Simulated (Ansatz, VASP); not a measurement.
## Ru in VASP and in Ansatz

INCAR

```
  PREC = Accurate
  ENCUT = 520
  EDIFF = 1E-7
  ISMEAR = -1
  SIGMA = 0.1
  LREAL = F
  LASPH = T
  NELM = 60
  ALGO = Normal
  ISIF = 2
  LWAVE = F
  LCHARG = F
  GGA = RP
  NBANDS = 13
```

Contents of KPOINTS:

```
regular mesh
0
Gamma
  14 14 14
```

The input POSCAR:

```
Ru
1.0
    2.6238678688      0.0000000000      0.0000000000
    0.0000000000      2.6238678688      0.0000000000
    0.0000000000      0.0000000000      2.6238678688
Ru
1
Direct
    0.0000000000      0.0000000000      0.0000000000
```

Input for Ansatz:

```yaml
crystal:
  lattice:
    - [2.6238678688, 0.0, 0.0]
    - [0.0, 2.6238678688, 0.0]
    - [0.0, 0.0, 2.6238678688]
  atoms:
    - { symbol: Ru, position: [0.0, 0.0, 0.0] }
hamiltonian:
  xc: rpbe
  pseudopotentials:
    kind: paw
    azcp:
      Ru: "pseudopotentials/Ru.paw.azcp"
basis:
  ecutwfc: 420
  fft_grid_basis: typed
kpoints:
  mp_grid: { grid: [14, 14, 14], shift: [0, 0, 0] }
magnetization:
  spin_polarized: false
scf:
  occupations: { method: fermi_dirac, width: 0.1 }
  lower_state_search: "off"
output:
  stress: true
```

Alike in both runs: task single point; functional RPBE; k mesh 14 × 14 × 14; occupations fermi-dirac, width 0.1 eV; no spin polarisation.

|  | VASP | Ansatz |
| --- | --- | --- |
| version | VASP 6.6.1 | Ansatz 0.2.0 |
| potentials or method | VASP PAW PBE potentials, release 64 (Ru_pv), cutoff 520 eV | plane waves (420 eV) with PAW, scalar-relativistic |
| valence electrons in the cell | 14 | 16 |

|  | VASP | Ansatz | Ansatz less VASP |
| --- | --- | --- | --- |
| pressure (GPa) | -17.6 | -17.6 | 0.00 |

VASP's potentials were made for PBE, not for RPBE. VASP's potentials hold 14 valence electrons a cell and Ansatz's 16, so a difference there can come from the potentials and not from the codes.
